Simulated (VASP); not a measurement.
# ZrC (F-43m) in VASP: settings compared

The runs below take ZrC through single point, with HF, r2SCAN50.

All numbers are computed with VASP 6.6.1; they aren't measurements. Logs are shortened: lines on timing, memory, paths and dates and some standing lists are left out, and cuts for length are marked.

## (1) The cell of the first run

The structure is cubic, space group F-43m (No. 216). Conventional cell: a = 5.091 Å, b = 5.091 Å, c = 5.091 Å, α = 90.00°, β = 90.00°, γ = 90.00°. Within 2.9 Å of Zr (site symmetry -43m) lie 4 C at 2.20 Å. C (site symmetry -43m) has 4 Zr at 2.20 Å within 2.9 Å.

## (2) Single point, HF

File POSCAR:

```
ZrC
1.0
    0.0000000000      2.5455200000      2.5455200000
    2.5455200000      0.0000000000      2.5455200000
    2.5455200000      2.5455200000      0.0000000000
Zr C
1 1
Direct
    0.5000000000      0.5000000000      0.5000000000
    0.7500000000      0.7500000000      0.7500000000
```

File INCAR.step1:

```
ALGO = Normal
EDIFF = 1E-5
ENCUT = 520
GGA = PE
ISIF = 2
ISMEAR = -1
LASPH = True
LCHARG = False
LREAL = False
LWAVE = True
NBANDS = 15
NELM = 60
PREC = Accurate
SIGMA = 0.05
```

File INCAR.step2:

```
AEXX = 1.0
AGGAC = 0.0
ALDAC = 0.0
ALGO = Normal
EDIFF = 1E-7
ENCUT = 520
GGA = PE
ISIF = 2
ISMEAR = -1
ISTART = 1
LASPH = True
LCHARG = False
LHFCALC = True
LREAL = False
LWAVE = False
NBANDS = 15
NELM = 60
PREC = Accurate
PRECFOCK = Normal
SIGMA = 0.05
```

File KPOINTS:

```
k-points
0
Gamma
  5 5 5
```

Potentials or basis: VASP PAW PBE potentials, release 64 (Zr_sv, C).

Launch:

```console
cat potpaw_PBE.64/Zr_sv/POTCAR potpaw_PBE.64/C/POTCAR > POTCAR
cp INCAR.step1 INCAR
mpirun -np 1 vasp_std > vasp.out
cp INCAR.step2 INCAR
mpirun -np 1 vasp_std > vasp.out
```

OUTCAR:

```text
AEXX = 1.0
   EDIFF = 1E-7
   ENCUT = 520
   GGA = PE
   ISIF = 2
   ISMEAR = -1
   ISTART = 1
   LASPH = True
   LHFCALC = True
   LREAL = False
   NELM = 60
   PREC = Accurate
   PRECFOCK = Normal

 ion  position               nearest neighbor table
   1  0.500  0.500  0.500-   2 2.20   2 2.20   2 2.20   2 2.20
   2  0.750  0.750  0.750-   1 2.20   1 2.20   1 2.20   1 2.20

  LATTYP: Found a face centered cubic cell.
 ALAT       =     5.0910400000

  Lattice vectors:

 A1 = (   0.0000000000,   2.5455200000,   2.5455200000)
 A2 = (   2.5455200000,   0.0000000000,   2.5455200000)
 A3 = (   2.5455200000,   2.5455200000,   0.0000000000)

Analysis of symmetry for initial positions (statically):
=====================================================================
 Subroutine PRICEL returns:
 Original cell was already a primitive cell.

 Routine SETGRP: Setting up the symmetry group for a
 face centered cubic supercell.

 Subroutine GETGRP returns: Found 24 space group operations
 (whereof 24 operations were pure point group operations)
 out of a pool of 48 trial point group operations.

The static configuration has the point symmetry T_d .

Analysis of symmetry for dynamics (positions and initial velocities):
=====================================================================
 Subroutine PRICEL returns:
 Original cell was already a primitive cell.

 Routine SETGRP: Setting up the symmetry group for a
 face centered cubic supercell.

 Subroutine GETGRP returns: Found 24 space group operations
 (whereof 24 operations were pure point group operations)
 out of a pool of 48 trial point group operations.

The dynamic configuration has the point symmetry T_d .

 Subroutine INISYM returns: Found 24 space group operations
 (whereof 24 operations are pure point group operations),
 and found     1 'primitive' translations

----------------------------------------------------------------------------------------

                                     Primitive cell

  volume of cell :      32.9883

  direct lattice vectors                    reciprocal lattice vectors
     0.000000000  2.545520000  2.545520000    -0.196423521  0.196423521  0.196423521
     2.545520000  0.000000000  2.545520000     0.196423521 -0.196423521  0.196423521
     2.545520000  2.545520000  0.000000000     0.196423521  0.196423521 -0.196423521

  length of vectors
     3.599908907  3.599908907  3.599908907     0.340215517  0.340215517  0.340215517

  position of ions in fractional coordinates (direct lattice)
     0.500000000  0.500000000  0.500000000
     0.750000000  0.750000000  0.750000000

  ion indices of the primitive-cell ions
   primitive index   ion index
                 1           1
                 2           2

----------------------------------------------------------------------------------------

 KPOINTS: k-points

Automatic generation of k-mesh.
 Grid dimensions read from file:
 generate k-points for:    5    5    5

 Generating k-lattice:

  Cartesian coordinates                     Fractional coordinates (reciprocal lattice)
    -0.039284704  0.039284704  0.039284704     0.200000000  0.000000000  0.000000000
     0.039284704 -0.039284704  0.039284704     0.000000000  0.200000000  0.000000000
     0.039284704  0.039284704 -0.039284704     0.000000000  0.000000000  0.200000000

  Length of vectors
     0.068043103  0.068043103  0.068043103

  Shift w.r.t. Gamma in fractional coordinates (k-lattice)
     0.000000000  0.000000000  0.000000000

 Subroutine IBZKPT returns following result:
 ===========================================

 Found     10 irreducible k-points:

 Following reciprocal coordinates:
            Coordinates               Weight
  0.000000  0.000000  0.000000      1.000000
  0.200000  0.000000  0.000000      8.000000
  0.400000  0.000000  0.000000      8.000000
  0.200000  0.200000  0.000000      6.000000
  0.400000  0.200000  0.000000     24.000000
 -0.400000  0.200000  0.000000     24.000000
 -0.200000  0.200000  0.000000     12.000000
  0.400000  0.400000  0.000000      6.000000
 -0.400000  0.400000  0.000000     12.000000
 -0.400000  0.400000  0.200000     24.000000
   k-points           NKPTS =     10   k-points in BZ     NKDIM =    125   number of bands    NBANDS=     15
   number of dos      NEDOS =    301   number of ions     NIONS =      2
   total plane-waves  NPLWV =  21952
   dimension x,y,z NGX =    28 NGY =   28 NGZ =   28
   dimension x,y,z NGXF=    56 NGYF=   56 NGZF=   56
   ions per type =               1   1
   NGX,Y,Z   is equivalent  to a cutoff of  12.93, 12.93, 12.93 a.u.
   NGXF,Y,Z  is equivalent  to a cutoff of  25.86, 25.86, 25.86 a.u.
 SYSTEM =  unknown system
   PREC   = accura    normal or accurate (medium, high low for compatibility)
   ISTART =      1    job   : 0-new  1-cont  2-samecut
   ICHARG =      0    charge: 1-file 2-atom 10-const
   ISPIN  =      1    spin polarized calculation?
   LNONCOLLINEAR =      F non collinear calculations
   LSORBIT =      F    spin-orbit coupling
   LASPH  =      T    aspherical Exc in radial PAW
   ENCUT  =  520.0 eV  38.22 Ry    6.18 a.u.   6.69  6.69  6.69*2*pi/ulx,y,z
   NELM   =     60;   NELMIN=  2; NELMDL=  0     # of ELM steps
   EDIFF  = 0.1E-06   stopping-criterion for ELM
   LREAL  =      F    real-space projection
   EDIFFG = 0.1E-05   stopping-criterion for IOM
   NSW    =      0    number of steps for IOM
   IBRION =     -1    ionic relax: 0-MD 1-quasi-New 2-CG
   NFREE  =      0    steps in history (QN), initial steepest desc. (CG)
   ISIF   =      2    stress and relaxation
   ISYM   =      3    0-nonsym 1-usesym 2-fastsym
   POTIM  = 0.5000    time-step for ionic-motion
   TEBEG  =    0.0;   TEEND  =   0.0 temperature during run
   PSTRESS=    0.0 pullay stress
   NELECT =      16.0000    total number of electrons
   NUPDOWN=      -1.0000    fix difference up-down
   EMIN   =  10.00;   EMAX   =-10.00  energy-range for DOS
   EFERMI =   0.00;   METHOD = LEGACY
   ISMEAR =    -1;   SIGMA  =   0.05  broadening in eV -4-tet -1-fermi 0-gaus
   EFERMI_NEDOS =   21; number of points for ismear=-14 and -15
   IALGO  =     38    algorithm
   IMIX   =      1    mixing-type and parameters
     AMIX     =   0.40;   BMIX     =  1.00
     AMIX_MAG =   1.60;   BMIX_MAG =  1.00
  volume/ion in A,a.u.               =      16.49       111.31
  Fermi-wavevector in a.u.,A,eV,Ry     =   1.286259  2.430676 22.510313  1.654461
  Thomas-Fermi vector in A             =   2.418344
   LORBIT       =      0    0 simple, 1 ext, 2 COOP (PROOUT), +10 PAW based schemes
   GGA     = PE    functional components
   LHFCALC =     T    Hartree Fock is set to
   PRECFOCK=normal    Normal, Fast or Accurate (Low or Medium for compatibility)
   ENCUT4O =  -1.0   cutoff for four orbital integrals eV
   NKREDX  =     1    reduce k-point grid by
   NKREDY  =     1    reduce k-point grid by
   NKREDZ  =     1    reduce k-point grid by
   AEXX    =    1.0000 exact exchange contribution
   HFSCREEN=    0.0000 screening length (either q_TF or 0.3 A-1)
   HFSCREENC=   0.0000 screening length for correlation (either q_TF or 0.3 A-1)
   ENCUTFOCK=  -1.0 apply spherical cutoff to Coloumb kernel
   IVDW    =     0    specifies the selected vdW correction
   LEPSILON=     F    determine dielectric tensor
   LRPA    =     F    only Hartree local field effects (RPA)
 non-spin polarized calculation
  energy-cutoff  :      520.00
  volume of cell :       32.99
 maximum number of plane-waves:       899
  NGX = 24; NGY = 24; NGZ = 24

 number of electron      16.0000001 magnetization

 Free energy of the ion-electron system (eV)
  ---------------------------------------------------
  ext. energy  EPLUGINS =         0.00000000
  ---------------------------------------------------
  free energy    TOTEN  =       -33.37168395 eV

  energy without entropy =      -33.37168395  energy(sigma->0) =      -33.37168395

 E-fermi :   5.1509     XC(G=0):   0.0000

 val. band max:        4.0059424558   @ k =  -0.4000   0.4000   0.0000
 cond. band min:      11.3287724421   @ k =  -0.4000   0.4000   0.0000
 fundamental gap:      7.3228299863
 Fermi energy:         5.1509324997

 k-point     1 :       0.0000    0.0000    0.0000
  band No.  band energies     occupation
      1     -56.3159      2.00000
      2     -28.5209      2.00000
      3     -28.5209      2.00000
      4     -28.5209      2.00000
      5     -10.3097      2.00000
      6       1.3850      2.00000
      7       1.3850      2.00000
      8       1.3850      2.00000
      9      14.7843      0.00000
     10      15.6390      0.00000
     11      15.6390      0.00000
     12      21.4750      0.00000
     13      21.4750      0.00000
     14      21.4750      0.00000
     15      27.7569      0.00000

 k-point     2 :       0.2000    0.0000    0.0000
  band No.  band energies     occupation
      1     -56.2955      2.00000
      2     -28.7839      2.00000
      3     -28.5595      2.00000
      4     -28.5595      2.00000
      5      -9.6403      2.00000
      6       0.8642      2.00000
      7       1.7983      2.00000
      8       1.7983      2.00000
      9      15.1258      0.00000
     10      15.1258      0.00000
     11      16.4139      0.00000
     12      20.7083      0.00000
     13      22.3016      0.00000
     14      22.3016      0.00000
     15      23.3513      0.00000
[... 113 lines left out ...]
      3     -28.8824      2.00000
      4     -28.7589      2.00000
      5      -7.9209      2.00000
      6       0.2732      2.00000
      7       3.9267      2.00000
      8       4.0059      2.00000
      9      11.3288      0.00000
     10      16.1828      0.00000
     11      16.2041      0.00000
     12      19.1543      0.00000
     13      19.5023      0.00000
     14      24.9133      0.00000
     15      26.4557      0.00000

 k-point    10 :      -0.4000    0.4000    0.2000
  band No.  band energies     occupation
      1     -56.2423      2.00000
      2     -29.1240      2.00000
      3     -28.8766      2.00000
      4     -28.7495      2.00000
      5      -8.0310      2.00000
      6       0.8183      2.00000
      7       2.7197      2.00000
      8       3.9759      2.00000
      9      11.9447      0.00000
     10      15.0145      0.00000
     11      17.3461      0.00000
     12      19.0070      0.00000
     13      20.8280      0.00000
     14      23.7891      0.00000
     15      24.7382      0.00000

------------------------ aborting loop because EDIFF is reached ----------------------------------------

  FORCE on cell =-STRESS in cart. coord.  units (eV):
  Direction    XX          YY          ZZ          XY          YZ          ZX
  --------------------------------------------------------------------------------------
  -------------------------------------------------------------------------------------
  Total        1.6767951      1.6767951      1.6767951     -0.0000000      0.0000000     -0.0000000
  in kB       81.4387378     81.4387378     81.4387378     -0.0000000      0.0000000     -0.0000000
  external PRESSURE =      81.4387378 kB  Pullay stress =       0.0000000 kB

 VOLUME and BASIS-vectors are now :
 -----------------------------------------------------------------------------
  energy-cutoff  :      520.00
  volume of cell :       32.99
      direct lattice vectors                 reciprocal lattice vectors
     0.000000000  2.545520000  2.545520000    -0.196423521  0.196423521  0.196423521
     2.545520000  0.000000000  2.545520000     0.196423521 -0.196423521  0.196423521
     2.545520000  2.545520000  0.000000000     0.196423521  0.196423521 -0.196423521

 POSITION                                       TOTAL-FORCE (eV/Angst)
 -----------------------------------------------------------------------------------
      2.54552      2.54552      2.54552        -0.000000     -0.000000     -0.000000
      3.81828      3.81828      3.81828         0.000000      0.000000      0.000000
 -----------------------------------------------------------------------------------
    total drift:                                0.000000     -0.000000      0.000000

  FREE ENERGIE OF THE ION-ELECTRON SYSTEM (eV)
  ---------------------------------------------------
  free  energy   TOTEN  =       -33.3716839492 eV

  energy  without entropy=      -33.3716839491  energy(sigma->0) =      -33.37168395
```

Wall time 29 min (1 thread of AMD EPYC 7R13 (Zen 3), shared host); peak memory 0.14 GiB.

What came out:

| Item | Value |
| --- | --- |
| Free energy | -33.3717 eV |
| Pressure | 8.1 GPa |
| Band gap on the k mesh | 7.32 eV |

Caveat: the k points lie up to 0.43 Å⁻¹ apart; the PAW data sets were made with another functional, which shifts forces and pressure a little; an odd mesh through Γ misses points on the zone boundary, where band edges can lie.

[end of part 1 of 2]
